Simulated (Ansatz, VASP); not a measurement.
One calculation of AlN, two programs

File INCAR:

```
SYSTEM = AlN
  ALGO = Normal
  EDIFF = 1E-6
  ENCUT = 520
  GGA = PS
  ISIF = 2
  ISMEAR = 0
  IVDW = 12
  LASPH = .True.
  LCHARG = .False.
  LREAL = .False.
  LWAVE = .False.
  NBANDS = 11
  NELM = 60
  PREC = Accurate
  SIGMA = 0.05
```

Contents of KPOINTS:

```
k-points
0
Gamma
  10 10 10
  0 0 0
```

POSCAR

```
AlN
1.0
    0.0000000000      1.9948440816      1.9948440816
    1.9948440816      0.0000000000      1.9948440816
    1.9948440816      1.9948440816      0.0000000000
Al N
1 1
Direct
    0.0000000000      0.0000000000      0.0000000000
    0.5000000000      0.5000000000      0.5000000000
```

Input for Ansatz:

```yaml
crystal:
  lattice:
    - [0.0, 1.9948440816, 1.9948440816]
    - [1.9948440816, 0.0, 1.9948440816]
    - [1.9948440816, 1.9948440816, 0.0]
  atoms:
    - { symbol: Al, position: [0.0, 0.0, 0.0] }
    - { symbol: "N", position: [0.5, 0.5, 0.5] }
basis:
  ecutwfc: 420
  ecutrho_ratio: 4
kpoints:
  mp_grid: { grid: [10, 10, 10] }
hamiltonian:
  xc: pbesol
  dispersion: d3bj
scf:
  occupations: { method: gaussian, width: 0.05 }
output:
  forces: true
  stress: true
  eigenvalues: true
```

Alike in both runs: task single point; functional PBEsol; dispersion D3(BJ); k mesh 10 × 10 × 10; occupations gaussian, width 0.05 eV; no spin polarisation.

|  | VASP | Ansatz |
| --- | --- | --- |
| version | VASP 6.6.1 | Ansatz 0.2.0 |
| potentials or method | VASP PAW PBE potentials, release 64 (Al, N), cutoff 520 eV | scalar-relativistic, plane waves, PAW |
| valence electrons in the cell | 8 | 8 |

```tsv
	VASP	Ansatz	Ansatz less VASP
gap on the k mesh at the Fermi level (eV)	4.94	4.95	+0.006
least direct gap on the mesh (eV)	6.26	6.23	-0.024
pressure (GPa)	5.7	5.8	+0.08
```

VASP's potentials were made for PBE, not for PBEsol.
